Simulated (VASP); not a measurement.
Wanted: the native input for a VASP 6.6.1 run.

```
Task                   : single point
Functional             : PBE
Potentials or basis    : VASP PAW PBE potentials, release 64 (Si, C)
Cutoff                 : 520 eV
k mesh                 : 2 × 2 × 2
Occupations            : gaussian, width 0.01 eV
Spin                   : no spin polarisation
Dipole correction      : no
Further INCAR settings : LREAL = Auto; ALGO = Normal; EDIFF = 1e-06; NBANDS = 86
```

The structure of SiC lies in POSCAR:

```
SiC
1.0
    6.1882403622     -0.0000000001      0.0000000000
   -3.0941201812     -5.3591733584      0.0000000000
    0.0000000000      0.0000000000    -10.1293391982
Si C
16 16
Direct
    0.1666666667      0.3333333333      0.0621558122
    0.6666666667      0.3333333333      0.0621558122
    0.1666666667      0.8333333333      0.0621558122
    0.6666666667      0.8333333333      0.0621558122
    0.8333333333      0.1666666667      0.5621558122
    0.3333333333      0.1666666667      0.5621558122
    0.8333333333      0.6666666667      0.5621558122
    0.3333333333      0.6666666667      0.5621558122
    0.0000000000      0.5000000000      0.3121004435
    0.5000000000      0.5000000000      0.3121004435
    0.0000000000      1.0000000000      0.3121004435
    0.5000000000      1.0000000000      0.3121004435
    0.0000000000      0.5000000000      0.8121004435
    0.5000000000      0.5000000000      0.8121004435
    0.0000000000      1.0000000000      0.8121004435
    0.5000000000      1.0000000000      0.8121004435
    0.1666666667      0.3333333333      0.2501925542
    0.6666666667      0.3333333333      0.2501925542
    0.1666666667      0.8333333333      0.2501925542
    0.6666666667      0.8333333333      0.2501925542
    0.8333333333      0.1666666667      0.7501925542
    0.3333333333      0.1666666667      0.7501925542
    0.8333333333      0.6666666667      0.7501925542
    0.3333333333      0.6666666667      0.7501925542
    0.0000000000      0.0000000000      0.4995521901
    0.5000000000      0.0000000000      0.4995521901
    0.0000000000      0.5000000000      0.4995521901
    0.5000000000      0.5000000000      0.4995521901
    0.0000000000      0.0000000000      0.9995521901
    0.5000000000      0.0000000000      0.9995521901
    0.0000000000      0.5000000000      0.9995521901
    0.5000000000      0.5000000000      0.9995521901
```

These files were run (other wordings do the same):

INCAR

```
ALGO     = Normal         # electronic algorithm
EDIFF    = 1E-6           # SCF threshold, eV
ENCUT    = 520            # plane-wave cutoff, eV
GGA      = PE             # functional
ISIF     = 2              # what is computed and relaxed
ISMEAR   = 0              # smearing method
LASPH    = T              # aspherical terms in the spheres
LCHARG   = F              # write CHGCAR
LREAL    = Auto         
LWAVE    = F              # write WAVECAR
NBANDS   = 86             # bands
NELM     = 80             # most SCF steps
PREC     = Accurate       # precision mode
SIGMA    = 0.01           # smearing width, eV
```

KPOINTS

```
k-points
0
Gamma
  2 2 2
```

Potentials or basis: VASP PAW PBE potentials, release 64 (Si, C).

Launch:

```sh
$ cat potpaw_PBE.64/Si/POTCAR potpaw_PBE.64/C/POTCAR > POTCAR
$ mpirun -np 1 vasp_std > vasp.out
```

It gave:

* Pressure: 0.1 GPa
* Largest force: 0.038 eV/Å
* Band gap on the k mesh: 2.20 eV

Caveat: the k points lie up to 0.59 Å⁻¹ apart.

Run time: 3.6 min on 1 thread of Intel(R) Xeon(R) Platinum 8259CL CPU @ 2.50GHz (Skylake/Cascade Lake) (shared host), peak memory 0.43 GiB.
